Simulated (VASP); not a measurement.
**Cs3Pb4Br12 (a cell with a defect): single point with PBE**

Cs3Pb4Br12 (a cell with a defect):

```
CELL_PARAMETERS angstrom
-5.87000 5.87000 5.87000
5.87000 -5.87000 5.87000
5.87000 5.87000 -5.87000
ATOMIC_POSITIONS crystal
Cs 0.50000 0.50000 0.00000
Cs 0.50000 0.00000 0.50000
Cs 0.00000 0.50000 0.50000
Pb 0.50000 0.50000 0.50000
Pb 0.00000 0.00000 0.50000
Pb 0.00000 0.50000 0.00000
Pb 0.50000 0.00000 0.00000
Br 0.52035 0.26017 0.26017
Br 0.00000 0.73983 0.26017
Br 0.00000 0.26017 0.73983
Br 0.47965 0.73983 0.73983
Br 0.26017 0.52035 0.26017
Br 0.73983 0.00000 0.26017
Br 0.73983 0.47965 0.73983
Br 0.26017 0.00000 0.73983
Br 0.26017 0.26017 0.52035
Br 0.73983 0.73983 0.47965
Br 0.73983 0.26017 0.00000
Br 0.26017 0.73983 0.00000
```

This cell differs from its parent crystal: atoms taken out, then relaxed in part.

| Item | Value |
| --- | --- |
| Program | VASP 6.6.1 |
| Task | single point |
| Functional | PBE |
| Potentials or basis | VASP PAW PBE potentials, release 64 (Cs_sv, Pb_d, Br) |
| Cutoff | 520 eV |
| k mesh | 2 × 2 × 2 |
| Occupations | fermi-dirac, width 0.01 eV |
| Spin | no spin polarisation |
| Dipole correction | no |
| Charge | -1 |
| Further INCAR settings | LREAL = Auto; ALGO = Normal; EDIFF = 1e-06; NBANDS = 98; NELECT = 168.0 |

```yaml
Largest_force: 0.004 eV/Å
```

Forces on the atoms (eV/Å):
```
Cs   0.000  0.000  0.000
Cs   0.000  0.000  0.000
Cs   0.000  0.000  0.000
Pb   0.000  0.000  0.000
Pb   0.000  0.000  0.000
Pb   0.000  0.000  0.000
Pb   0.000  0.000  0.000
Br   0.000 -0.003 -0.003
Br   0.000 -0.003  0.003
Br   0.000  0.003 -0.003
Br   0.000  0.003  0.003
Br  -0.003  0.000 -0.003
Br  -0.003  0.000  0.003
Br   0.003  0.000  0.003
Br   0.003  0.000 -0.003
Br  -0.003 -0.003  0.000
Br   0.003  0.003  0.000
Br  -0.003  0.003  0.000
Br   0.003 -0.003  0.000
```

Levels at points of the mesh, in eV from the Fermi level:
```csv
k point,band 81,band 82,band 83,band 84,band 85,band 86,band 87,band 88
"(0.00, 0.00, 0.00)",-1.82,-0.91,-0.91,-0.91,1.75,1.75,1.75,2.05
"(0.50, 0.00, 0.00)",-1.96,-1.96,-1.36,-1.25,1.89,1.91,3.07,3.16
"(0.50, 0.50, 0.50)",-1.56,-1.56,-1.56,-0.28,1.38,1.38,1.38,2.24
```

Run time: 6.5 min on 1 thread of Intel(R) Xeon(R) Platinum 8375C CPU @ 2.90GHz (Ice Lake) (shared host), peak memory 1 GiB.

Caveat: the cell carries a net charge on a neutralising background, which shifts energy and pressure; the cell differs from its parent crystal (atoms taken out, then relaxed in part); the cell is charged against a uniform background, so pressure and absolute levels hang on convention; spin-orbit coupling is left out, which moves the levels of the heavy elements.
